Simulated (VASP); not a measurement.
Here is a VASP 6.6.1 calculation.

POSCAR

```
SiO2
1.0
    5.1355729883      0.0000000000      0.0000000000
   -2.5677864942      4.4475366709      0.0000000000
    0.0000000000      0.0000000000      5.5410855913
Si O
3 6
Direct
    0.0000000000      0.5000000000      0.3333333333
    0.5000000000      0.5000000000      0.6666666667
    0.5000000000      0.0000000000      0.0000000000
    0.5834989524      0.7917494762      0.8333333333
    0.7917494762      0.5834989524      0.5000000000
    0.7917494762      0.2082505238      0.1666666667
    0.4165010476      0.2082505238      0.8333333333
    0.2082505238      0.4165010476      0.5000000000
    0.2082505238      0.7917494762      0.1666666667
```

Contents of INCAR.step1:

```
SYSTEM = SiO2
PREC = Accurate
ENCUT = 520
ISMEAR = 0
SIGMA = 0.05
LREAL = .FALSE.
LASPH = .TRUE.
NELM = 100
NBANDS = 34
GGA = PE
ALGO = Normal
EDIFF = 1E-4
LWAVE = .TRUE.
LCHARG = .FALSE.
```

INCAR.step2

```
SYSTEM = SiO2
PREC = Accurate
ENCUT = 520
EDIFF = 1E-7
ISMEAR = 0
SIGMA = 0.05
LREAL = .FALSE.
LASPH = .TRUE.
NELM = 100
ALGO = Normal
ISIF = 2
LWAVE = .FALSE.
LCHARG = .FALSE.
METAGGA = R2SCAN
LMIXTAU = .TRUE.
NBANDS = 34
ISTART = 1
```

File KPOINTS:

```
regular mesh
0
G
  6 6 4
  0 0 0
```

Potentials or basis: VASP PAW PBE potentials, release 64 (Si, O).

The run is started by

```console
$ cat potpaw_PBE.64/Si/POTCAR potpaw_PBE.64/O/POTCAR > POTCAR
$ cp INCAR.step1 INCAR
$ mpirun -np 1 vasp_std > vasp.out
$ cp INCAR.step2 INCAR
$ mpirun -np 1 vasp_std > vasp.out
```

Problem. Estimate the pressure.

Solution. -5.2 GPa.

Problem. What does it give for the band gap on the k mesh?

Solution. 6.13 eV (least direct gap 6.35 eV).

Forces in eV/Å, atoms in the order of the input:
```
Si   0.000  0.000  0.000
Si   0.000  0.000  0.000
Si   0.000  0.000  0.000
O   -0.223 -0.129  0.000
O    0.000 -0.258  0.000
O   -0.223  0.129  0.000
O    0.223  0.129  0.000
O    0.000  0.258  0.000
O    0.223 -0.129  0.000
```

Caveat: the cell differs from its parent crystal (strain +0.0150 x Voigt [1, 1, 0, 0, 0, 0]); the cell stands under tension; the PAW data sets were made with another functional, which shifts forces and pressure a little. A k mesh can miss the band edges.
